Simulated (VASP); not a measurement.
# Al in VASP: further runs

Runs on Al. Level: PBE. Tasks: single point.

Everything below comes from runs of VASP 6.6.1. Logs are shortened: lines on timing, memory, paths and dates and some standing lists are left out, and cuts for length are marked.

## (1) The cell of the first run

The cell holds a slab with vacuum, 35 atoms: a = 5.654 Å, b = 5.654 Å, c = 36.372 Å, α = 90.00°, β = 90.00°, γ = 120.00°.

## (2) Single point, PBE (atoms taken out, then relaxed in part)

Input file INCAR:

```
PREC = Accurate ; ENCUT = 400
EDIFF = 1E-6 ; ISMEAR = 0
SIGMA = 0.1 ; LREAL = Auto
LASPH = True ; NELM = 120
ALGO = Normal ; ISIF = 2
LWAVE = False ; LCHARG = False
LDIPOL = True ; IDIPOL = 3
DIPOL = 0.5 0.5 0.495 ; GGA = PE
NBANDS = 76 ; GGA_COMPAT = False
NELMDL = -8
```

Input file KPOINTS:

```
regular mesh
0
Gamma
  6 6 1
```

Input file POSCAR:

```
Al
1.0
    5.6541540426      0.0000000000      0.0000000000
   -2.8270770213      4.8966410378      0.0000000000
    0.0000000000      0.0000000000     36.3719863132
Al
35
Direct
    0.1666666667      0.3333333333      0.2474431812
    0.1666666667      0.8333333333      0.2474431812
    0.6666666667      0.3333333333      0.2474431812
    0.6666666667      0.8333333333      0.2474431812
    0.0000000000      0.0000000000      0.3105823909
    0.0000000000      0.5000000000      0.3105823909
    0.5000000000      0.0000000000      0.3105823909
    0.5000000000      0.5000000000      0.3105823909
    0.3333333333      0.1666666667      0.3737215906
    0.3333333333      0.6666666667      0.3737215906
    0.8333333333      0.1666666667      0.3737215906
    0.8333333333      0.6666666667      0.3737215906
    0.0000000000      0.0000000000      0.4368608003
    0.0000000000      0.5000000000      0.4368608003
    0.5000000000      0.0000000000      0.4368608003
    0.5000000000      0.5000000000      0.4368608003
    0.1668386136      0.3331613864      0.5009631939
    0.1668386136      0.8336772273      0.5009631939
    0.6663227727      0.3331613864      0.5009631939
    0.6666666667      0.8333333333      0.5012843464
    0.0009362564      0.0004681282      0.5659071528
    0.0000000000      0.5000000000      0.5658861356
    0.4995318718      0.0004681282      0.5659071528
    0.4995318718      0.4990637436      0.5659071528
    0.3333333333      0.1666666667      0.6323083795
    0.3343489862      0.6671744931      0.6306979488
    0.8328255069      0.1656510138      0.6306979488
    0.8328255069      0.6671744931      0.6306979488
   -0.0056298761     -0.0028149380      0.6965568809
    0.0000000000      0.5000000000      0.6943587187
    0.5028149380     -0.0028149380      0.6965568809
    0.5028149380      0.5056298761      0.6965568809
    0.1672096116      0.3327903884      0.7591115921
    0.1672096116      0.8344192232      0.7591115921
    0.6655807768      0.3327903884      0.7591115921
```

Potentials or basis: VASP PAW PBE potentials, release 64 (Al).

Command:

```sh
$ cat potpaw_PBE.64/Al/POTCAR > POTCAR
$ mpirun -np 1 vasp_std > vasp.out
```

OUTCAR:

```text
PREC = Accurate
   ENCUT = 400
   EDIFF = 1E-6
   ISMEAR = 0
   LREAL = Auto
   LASPH = True
   NELM = 120
   ISIF = 2
   GGA = PE
   NELMDL = -8

 ion  position               nearest neighbor table
   1  0.167  0.333  0.247-   5 2.82   8 2.82   6 2.82   4 2.83   2 2.83   2 2.83   4 2.83   3 2.83
                             3 2.83
   2  0.167  0.833  0.247-   6 2.82   7 2.82   5 2.82   3 2.83   1 2.83   1 2.83   3 2.83   4 2.83
                             4 2.83
   3  0.667  0.333  0.247-   7 2.82   6 2.82   8 2.82   4 2.83   2 2.83   4 2.83   2 2.83   1 2.83
                             1 2.83
   4  0.667  0.833  0.247-   8 2.82   5 2.82   7 2.82   3 2.83   1 2.83   3 2.83   1 2.83   2 2.83
                             2 2.83
   5  0.000  0.000  0.311-  12 2.82   9 2.82  11 2.82   1 2.82   4 2.82   2 2.82   8 2.83   6 2.83
                             6 2.83   8 2.83   7 2.83   7 2.83
   6  0.000  0.500  0.311-  11 2.82  10 2.82  12 2.82   2 2.82   3 2.82   1 2.82   7 2.83   5 2.83
                             5 2.83   7 2.83   8 2.83   8 2.83
   7  0.500  0.000  0.311-  10 2.82  11 2.82   9 2.82   3 2.82   2 2.82   4 2.82   8 2.83   6 2.83
                             8 2.83   6 2.83   5 2.83   5 2.83
   8  0.500  0.500  0.311-   9 2.82  12 2.82  10 2.82   4 2.82   1 2.82   3 2.82   7 2.83   5 2.83
                             7 2.83   5 2.83   6 2.83   6 2.83
   9  0.333  0.167  0.374-   8 2.82   5 2.82   7 2.82  16 2.82  13 2.82  15 2.82  12 2.83  10 2.83
[... 36 lines left out ...]
                            21 2.87  22 2.87  29 2.89  31 2.89
  28  0.833  0.667  0.631-  27 2.82  26 2.82  25 2.83  25 2.83  27 2.84  26 2.84  30 2.84  21 2.87
                            24 2.87  22 2.87  29 2.89  32 2.89
  29  0.994  0.997  0.697-  32 2.78  31 2.78  33 2.81  34 2.81  30 2.83  30 2.83  25 2.87  32 2.87
                            31 2.87  27 2.89  28 2.89
  30  0.000  0.500  0.694-  29 2.83  32 2.83  31 2.83  31 2.83  29 2.83  32 2.83  27 2.84  26 2.84
                            28 2.84  34 2.87  33 2.87  35 2.87
  31  0.503  0.997  0.697-  32 2.78  29 2.78  35 2.81  34 2.81  30 2.83  30 2.83  25 2.87  32 2.87
                            29 2.87  26 2.89  27 2.89
  32  0.503  0.506  0.697-  29 2.78  31 2.78  33 2.81  35 2.81  30 2.83  30 2.83  25 2.87  31 2.87
                            29 2.87  26 2.89  28 2.89
  33  0.167  0.333  0.759-  29 2.81  32 2.81  34 2.82  35 2.82  34 2.84  35 2.84  30 2.87
  34  0.167  0.834  0.759-  31 2.81  29 2.81  33 2.82  35 2.82  33 2.84  35 2.84  30 2.87
  35  0.666  0.333  0.759-  31 2.81  32 2.81  34 2.82  33 2.82  34 2.84  33 2.84  30 2.87

  LATTYP: Found a hexagonal cell.
 ALAT       =     5.6541540426
 C/A-ratio  =     6.4327901290

  Lattice vectors:

 A1 = (   5.6541540426,   0.0000000000,   0.0000000000)
 A2 = (  -2.8270770213,   4.8966410378,   0.0000000000)
 A3 = (   0.0000000000,   0.0000000000,  36.3719863132)

Analysis of symmetry for initial positions (statically):
=====================================================================
 Subroutine PRICEL returns:
[... 196 lines left out ...]
  Thomas-Fermi vector in A             =   1.871762
   LORBIT       =      0    0 simple, 1 ext, 2 COOP (PROOUT), +10 PAW based schemes
   GGA     = PE    functional components
   LHFCALC =     F    Hartree Fock is set to
   AEXX    =    0.0000 exact exchange contribution
   IVDW    =     0    specifies the selected vdW correction
   LEPSILON=     F    determine dielectric tensor
   LRPA    =     F    only Hartree local field effects (RPA)
 non-spin polarized calculation
 Gauss-broadening in eV      SIGMA  =   0.10
  energy-cutoff  :      400.00
  volume of cell :     1007.01
 maximum number of plane-waves:     18314
 NGX is ok and might be reduce to    40
   NGX = 19   NGY = 19   NGZ =119

 dipolmoment           0.000000      0.000000     -0.028883 electrons x Angstroem

 number of electron     104.9999999 magnetization

 dipolmoment           0.000000      0.000000      0.009006 electrons x Angstroem

 Free energy of the ion-electron system (eV)
  ---------------------------------------------------
  ext. energy  EPLUGINS =         0.00000000
  ---------------------------------------------------
  free energy    TOTEN  =      -127.33863682 eV

  energy without entropy =     -127.26780535  energy(sigma->0) =     -127.30322109

 E-fermi :   2.8503     XC(G=0):  -6.3338

 val. band max:        2.8345970307   @ k =   0.1667   0.0000   0.0000
 cond. band min:       2.8976519266   @ k =   0.1667   0.1667   0.0000
 fundamental gap:      0.0630548959
 Fermi energy:         2.8502942050

 k-point     1 :       0.0000    0.0000    0.0000
  band No.  band energies     occupation
      1      -8.3438      2.00000
      2      -8.0647      2.00000
      3      -7.6417      2.00000
      4      -7.0723      2.00000
      5      -6.3404      2.00000
      6      -5.4949      2.00000
[... 458 lines left out ...]
     63       5.0363      0.00000
     64       5.4222      0.00000
 [bands above 64 left out]

------------------------ aborting loop because EDIFF is reached ----------------------------------------

 vacuum level on the upper side and lower side of the slab       (xc-potential included)        -0.097        -0.165

  FORCE on cell =-STRESS in cart. coord.  units (eV):
  Direction    XX          YY          ZZ          XY          YZ          ZX
  --------------------------------------------------------------------------------------
  -------------------------------------------------------------------------------------
  Total        3.1990142      3.1990142      4.1555717     -0.0000000      0.0000000      0.0000000
  in kB        5.0897192      5.0897192      6.6116284     -0.0000000      0.0000000      0.0000000
  external PRESSURE =       5.5970223 kB  Pullay stress =       0.0000000 kB

 VOLUME and BASIS-vectors are now :
 -----------------------------------------------------------------------------
  energy-cutoff  :      400.00
  volume of cell :     1007.01
      direct lattice vectors                 reciprocal lattice vectors
     5.654154043  0.000000000  0.000000000     0.176861117  0.102110814  0.000000000
    -2.827077021  4.896641038  0.000000000     0.000000000  0.204221627  0.000000000
     0.000000000  0.000000000 36.371986313     0.000000000  0.000000000  0.027493687

 POSITION                                       TOTAL-FORCE (eV/Angst)
 -----------------------------------------------------------------------------------
      0.00000      1.63221      9.00000         0.010347     -0.005974     -0.185185
     -1.41354      4.08053      9.00000        -0.000000      0.011947     -0.185185
      2.82708      1.63221      9.00000        -0.010347     -0.005974     -0.185185
      1.41354      4.08053      9.00000        -0.000000      0.000000     -0.201280
      0.00000      0.00000     11.29650        -0.024032     -0.013875      0.066785
     -1.41354      2.44832     11.29650        -0.000000      0.000000      0.091620
[... 27 lines left out ...]
     -1.41354      4.08585     27.61040        -0.000000      0.000705      0.008922
      2.82247      1.62956     27.61040        -0.000611     -0.000353      0.008922
 -----------------------------------------------------------------------------------
    total drift:                               -0.000000     -0.000000      0.016312

  FREE ENERGIE OF THE ION-ELECTRON SYSTEM (eV)
  ---------------------------------------------------
  free  energy   TOTEN  =      -127.3386368245 eV

  energy  without entropy=     -127.2678053461  energy(sigma->0) =     -127.30322109

 vacuum level on the upper side and lower side of the slab         6.878         6.813
```

OSZICAR:

```text
N       E                     dE             d eps       ncg     rms          rms(c)
DAV:   1     0.255869328794E+03    0.25587E+03   -0.29858E+04  1064   0.848E+02
DAV:   2    -0.107673078941E+03   -0.36354E+03   -0.34172E+03  1364   0.157E+02
DAV:   3    -0.130025013680E+03   -0.22352E+02   -0.21374E+02  1448   0.364E+01
[... 26 lines left out ...]
DAV:  30    -0.127338610382E+03   -0.23348E-04   -0.13599E-06   940   0.230E-03    0.322E-03
DAV:  31    -0.127338624288E+03   -0.13905E-04   -0.60880E-07   912   0.161E-03    0.188E-03
DAV:  32    -0.127338634631E+03   -0.10344E-04   -0.81459E-07   916   0.170E-03    0.175E-03
DAV:  33    -0.127338636061E+03   -0.14301E-05   -0.88225E-08   768   0.891E-04    0.773E-04
DAV:  34    -0.127338636824E+03   -0.76305E-06   -0.42937E-08   720   0.535E-04
   1 F= -.12733864E+03 E0= -.12730322E+03  d E =-.708315E-01
```

It took 14 min on 1 thread of Intel Xeon 6975P-C (Granite Rapids), shared host; peak memory 0.8 GiB.

Results:

| Property | Result |
| --- | --- |
| Free energy | -127.3386 eV |
| Largest force | 0.201 eV/Å |
| Band gap on the k mesh | zero (an odd number of electrons rules out a gap without spin polarisation) |

Forces in eV/Å, atoms in the order of the input:
```
Al   0.010 -0.006 -0.185
Al   0.000  0.012 -0.185
Al  -0.010 -0.006 -0.185
Al   0.000  0.000 -0.201
Al  -0.024 -0.014  0.067
Al   0.000  0.000  0.092
Al   0.024 -0.014  0.067
Al   0.000  0.028  0.067
Al   0.000  0.000 -0.023
Al   0.032  0.018 -0.028
Al   0.000 -0.036 -0.028
Al  -0.032  0.018 -0.028
Al  -0.034 -0.019  0.146
Al   0.000  0.000  0.133
Al   0.034 -0.019  0.146
Al   0.000  0.039  0.146
Al  -0.002  0.001  0.003
Al   0.000 -0.003  0.003
Al   0.002  0.001  0.003
Al   0.000  0.000  0.008
Al   0.001  0.000 -0.005
Al   0.000  0.000 -0.007
Al  -0.001  0.000 -0.005
Al   0.000 -0.001 -0.005
Al   0.000  0.000  0.004
Al   0.008  0.004 -0.001
Al   0.000 -0.009 -0.001
Al  -0.008  0.004 -0.001
Al  -0.005 -0.003 -0.007
Al   0.000  0.000 -0.002
Al   0.005 -0.003 -0.007
Al   0.000  0.006 -0.007
Al   0.001  0.000  0.009
Al   0.000  0.001  0.009
Al  -0.001  0.000  0.009
```

Levels at points of the mesh, in eV from the Fermi level:
```
           k point  band 49  band 50  band 51  band 52  band 53  band 54  band 55  band 56  band 57  band 58
(0.00, 0.00, 0.00)    -1.36    -1.36    -1.21    -1.21    -1.01    -0.84    -0.45    -0.41    -0.41    -0.19
(0.50, 0.00, 0.00)    -0.23    -0.17    -0.04    -0.02     0.10     0.19     0.29     0.47     0.49     0.53
```

Caveat: the cell differs from its parent crystal (atoms taken out, then relaxed in part).

## (3) Single point, PBE (atoms taken out)

Input file INCAR:

```
SYSTEM = Al
PREC = Accurate
ENCUT = 400
EDIFF = 1E-6
ISMEAR = 0
SIGMA = 0.1
LREAL = Auto
LASPH = .True.
NELM = 120
ALGO = Normal
ISIF = 2
LWAVE = .False.
LCHARG = .True.
LDIPOL = .True.
IDIPOL = 3
DIPOL = 0.5 0.5 0.495
GGA = PE
LELF = .True.
LVHAR = .True.
LVACPOTAV = .True.
NBANDS = 76
GGA_COMPAT = .False.
NELMDL = -8
```

Input file KPOINTS:

```
regular mesh
0
Gamma
  12 12 1
  0 0 0
```

Input file POSCAR:

```
Al
1.0
    5.6541540400      0.0000000000      0.0000000000
   -2.8270770200      4.8966410400      0.0000000000
    0.0000000000      0.0000000000     36.3719863132
Al
35
Direct
    0.1666666666      0.3333333332      0.2474431812
    0.1666666664      0.8333333330      0.2474431812
    0.6666666668      0.3333333332      0.2474431812
    0.6666666666      0.8333333330      0.2474431812
    0.0000000000      0.0000000000      0.3105823909
   -0.0000000002      0.4999999998      0.3105823909
    0.5000000002      0.0000000000      0.3105823909
    0.5000000000      0.4999999998      0.3105823909
    0.3333333334      0.1666666666      0.3737215906
    0.3333333332      0.6666666664      0.3737215906
    0.8333333336      0.1666666666      0.3737215906
    0.8333333334      0.6666666664      0.3737215906
    0.0000000000      0.0000000000      0.4368608003
   -0.0000000002      0.4999999998      0.4368608003
    0.5000000002      0.0000000000      0.4368608003
    0.5000000000      0.4999999998      0.4368608003
    0.1668386136      0.3331613862      0.5009631939
    0.1668386133      0.8336772269      0.5009631939
    0.6663227729      0.3331613862      0.5009631939
    0.6666666666      0.8333333330      0.5012843464
    0.0009362564      0.0004681282      0.5659071528
   -0.0000000002      0.4999999998      0.5658861356
    0.4995318720      0.0004681282      0.5659071528
    0.4995318718      0.4990637434      0.5659071528
    0.3333333334      0.1666666666      0.6323083795
    0.3343489861      0.6671744928      0.6306979488
    0.8328255072      0.1656510137      0.6306979488
    0.8328255070      0.6671744928      0.6306979488
   -0.0056298761     -0.0028149380      0.6965568809
   -0.0000000002      0.4999999998      0.6943587187
    0.5028149383     -0.0028149380      0.6965568809
    0.5028149380      0.5056298759      0.6965568809
    0.1672096115      0.3327903883      0.7591115921
    0.1672096113      0.8344192228      0.7591115921
    0.6655807770      0.3327903883      0.7591115921
```

Potentials or basis: VASP PAW PBE potentials, release 64 (Al).

Command:

```sh
$ cat potpaw_PBE.64/Al/POTCAR > POTCAR
$ mpirun -np 1 vasp_std > vasp.out
```

Wall time 32 min (1 thread of Intel Xeon 6975P-C (Granite Rapids), shared host); peak memory 1.1 GiB.

It converged, with:

```
Free energy            : -127.3538 eV
Largest force          : 0.220 eV/Å
Band gap on the k mesh : zero (an odd number of electrons rules out a gap without spin polarisation)
```

Forces on the atoms (eV/Å):
```
Al   0.005 -0.003 -0.212
Al   0.000  0.006 -0.212
Al  -0.005 -0.003 -0.212
Al   0.000  0.000 -0.220
Al  -0.026 -0.015  0.035
Al   0.000  0.000  0.054
Al   0.026 -0.015  0.035
Al   0.000  0.030  0.035
Al   0.000  0.000 -0.029
Al   0.019  0.011 -0.037
Al   0.000 -0.022 -0.037
Al  -0.019  0.011 -0.037
Al  -0.021 -0.012  0.164
Al   0.000  0.000  0.148
Al   0.021 -0.012  0.164
Al   0.000  0.025  0.164
Al  -0.006  0.003  0.037
Al   0.000 -0.007  0.037
Al   0.006  0.003  0.037
Al   0.000  0.000  0.039
Al  -0.013 -0.007  0.000
Al   0.000  0.000  0.021
Al   0.013 -0.007  0.000
Al   0.000  0.015  0.000
Al   0.000  0.000 -0.038
Al  -0.003 -0.001 -0.048
Al   0.000  0.003 -0.048
Al   0.003 -0.001 -0.048
Al   0.012  0.007  0.061
Al   0.000  0.000  0.088
Al  -0.012  0.007  0.061
Al   0.000 -0.014  0.061
Al  -0.012  0.007 -0.021
Al   0.000 -0.014 -0.021
Al   0.012  0.007 -0.021
```

Levels at points of the mesh, in eV from the Fermi level:
```
           k point  band 49  band 50  band 51  band 52  band 53  band 54  band 55  band 56  band 57  band 58
(0.00, 0.00, 0.00)    -1.35    -1.35    -1.21    -1.21    -1.01    -0.85    -0.45    -0.41    -0.41    -0.19
(0.50, 0.00, 0.00)    -0.23    -0.17    -0.05    -0.02     0.11     0.20     0.29     0.46     0.48     0.53
```

Caveat: the cell differs from its parent crystal (atoms taken out).

The gap in the log of VASP goes by the Fermi energy; the results here count the filled bands.